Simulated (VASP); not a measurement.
## Nb: relaxation of cell and atoms with PBEsol

The system is Nb.

```
Nb
1.0
     2.68760    0.00000    0.00000
     0.00000    2.68760    0.00000
     0.00000    0.00000    2.68760
Nb
1
Direct
  0.00000 0.00000 0.00000
```

```json
{"Program": "VASP 6.6.1", "Task": "relaxation of cell and atoms", "Functional": "PBEsol", "Potentials or basis": "VASP PAW PBE potentials, release 64 (Nb_sv)", "Cutoff": "600 eV", "k mesh": "12 × 12 × 12", "Occupations": "fermi-dirac, width 0.1 eV", "Spin": "no spin polarisation", "Dipole correction": "no", "Further INCAR settings": "ALGO = Normal; EDIFF = 1e-07; IBRION = 2; EDIFFG = -0.01; NSW = 80; ISIF = 3"}
```

```
Relaxed volume                         : 19.36 Å³/atom
Relaxed cell                           : a = 2.685 Å, b = 2.685 Å, c = 2.685 Å, α = 90.00°, β = 90.00°, γ = 90.00°
Space group after relaxing (to 0.05 Å) : Pm-3m (No. 221)
Energy gained by relaxing              : 0.1 meV/atom
Ionic steps                            : 3
Pressure after relaxing                : 0.0 GPa
```

Final structure:
```
CELL_PARAMETERS angstrom
2.68526 0.00000 0.00000
0.00000 2.68526 0.00000
0.00000 0.00000 2.68526
ATOMIC_POSITIONS crystal
Nb 0.00000 0.00000 0.00000
```

Levels at points of the mesh, in eV from the Fermi level:
```tsv
k point	band 4	band 5	band 6	band 7	band 8	band 9	band 10
(0.00, 0.00, 0.00)	-29.79	-5.71	-2.92	-2.92	5.34	5.34	5.34
(0.50, 0.00, 0.00)	-29.64	-2.56	-1.98	0.59	1.91	1.91	5.70
(0.50, 0.50, 0.00)	-29.49	-4.29	-1.06	2.63	2.63	5.98	5.98
(0.50, 0.50, 0.50)	-30.94	-2.64	-2.64	-2.64	7.35	7.91	7.91
```

It took 26 s on 1 thread of Intel(R) Xeon(R) Platinum 8375C CPU @ 2.90GHz (Ice Lake), on a shared host, peak memory 0.15 GiB.

Caveat: the PAW data sets were made with another functional, which shifts forces and pressure a little.
